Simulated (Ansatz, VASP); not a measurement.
# AlP in VASP and in Ansatz

INCAR

```
SYSTEM = AlP
PREC = Accurate ; ENCUT = 500
EDIFF = 1E-6 ; ISMEAR = 0
SIGMA = 0.01 ; LREAL = .FALSE.
LASPH = .TRUE. ; NELM = 120
ALGO = Normal ; ISIF = 2
LWAVE = .FALSE. ; LCHARG = .FALSE.
NBANDS = 11 ; GGA_COMPAT = .FALSE.
```

The input KPOINTS:

```
Automatic mesh
0
G
  6 6 6
  0 0 0
```

POSCAR

```
AlP
1.0
    0.0000000000      2.6507908459      2.6507908459
    2.6507908459      0.0000000000      2.6507908459
    2.6507908459      2.6507908459      0.0000000000
Al P
1 1
Direct
    0.0000000000      0.0000000000      0.0000000000
    0.2500000000      0.2500000000      0.2500000000
```

Input for Ansatz:

```yaml
crystal:
  lattice:
    - [0.0, 2.650790845859492, 2.650790845859492]
    - [2.650790845859492, 0.0, 2.650790845859492]
    - [2.650790845859492, 2.650790845859492, 0.0]
  atoms:
    - { symbol: Al, position: [0.0, 0.0, 0.0] }
    - { symbol: P, position: [0.25, 0.25, 0.25] }
basis:
  ecutwfc: 500.0
kpoints:
  mp_grid:
    grid: [6, 6, 6]
hamiltonian:
  xc: lda
scf:
  occupations:
    method: fixed
output:
  stress: true
```

Alike in both runs: task single point; functional LDA; k mesh 6 × 6 × 6; no spin polarisation.

|  | VASP | Ansatz |
| --- | --- | --- |
| version | VASP 6.6.1 | Ansatz 0.2.0 |
| potentials or method | VASP PAW LDA potentials, release 64 (Al, P), cutoff 500 eV | plane waves, PAW |
| occupations | gaussian, width 0.01 eV | fixed |
| valence electrons in the cell | 8 | 8 |

```csv
,VASP,Ansatz,Ansatz less VASP
pressure (GPa),7.9,7.8,-0.09
```

LDA's correlation is that of Perdew and Zunger in VASP and of Perdew and Wang (1992) in Ansatz.
